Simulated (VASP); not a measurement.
Runs of VASP 6.6.1 on ZrH. The structure is that of space group P4_2/mmc (No. 131), or close to it. The cells are those of the table. 

| cell | gap on the mesh (eV) | pressure (GPa) |
| --- | --- | --- |
| a = 3.254, b = 3.254, c = 4.931 Å, 4 atoms | none | -2.9 |
| a = 3.286, b = 3.286, c = 4.901 Å, 4 atoms | none | -4.2 |
| a = 3.190, b = 3.190, c = 4.991 Å, 4 atoms | none | (b) |
| a = 3.222, b = 3.222, c = 4.961 Å, 4 atoms | none | -1.4 |
| a = 3.286, b = 3.286, c = 4.827 Å, 4 atoms | none | (a) |

Alike in all rows: task single point; level PBEsol; potentials or basis VASP PAW PBE potentials, release 64 (Zr_sv, H); no spin polarisation; k mesh 16 × 16 × 10; cutoff (eV) 520; smearing gaussian 0.1 eV.

Question: Fill in the values left out.

Answer: (a) -2.5; (b) 0.1.

Caveats: the PAW data sets were made with another functional, which shifts forces and pressure a little; the cell stands under tension (at least some runs).

A k mesh can miss the band edges, and the runs leave out spin-orbit coupling on Zr.

A gap of «none» marks levels without a gap at the run's occupations.
